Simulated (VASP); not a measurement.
A run of VASP 6.6.1:

File INCAR:

```
PREC = Accurate
ENCUT = 520
EDIFF = 1E-6
ISMEAR = 0
SIGMA = 0.02
LREAL = False
LASPH = True
NELM = 80
ALGO = Normal
ISIF = 2
LWAVE = False
LCHARG = False
GGA = PE
NBANDS = 26
```

The input KPOINTS:

```
Automatic mesh
0
Gamma
  8 8 6
```

Contents of POSCAR:

```
ZnS
1.0
    2.8027890438      2.8027890438      0.0000000000
   -2.7243389765      2.7243389765      0.0000000000
    0.0000000000      0.0000000000      5.3467286309
Zn S
2 2
Direct
    0.0000000000      0.0000000000     -0.0022874807
    0.5000000000      0.5000000000      0.4977125193
    0.5000000000      0.0000000000      0.7522874807
    0.0000000000      0.5000000000      0.2522874807
```

Potentials or basis: VASP PAW PBE potentials, release 64 (Zn, S).

Command:

```console
$ cat potpaw_PBE.64/Zn/POTCAR potpaw_PBE.64/S/POTCAR > POTCAR
$ mpirun -np 1 vasp_std > vasp.out
```

Hardware: 1 thread of AMD EPYC 7R43 64-Core Processor (Zen 3) (shared host).

**Question.** Estimate the wall time of this run.

**Answer.** Wall time 3.7 min on 1 thread of AMD EPYC 7R43 64-Core Processor (Zen 3), with other jobs on the host, peak memory 0.26 GiB. Counts: scf iterations 14, k points 100.
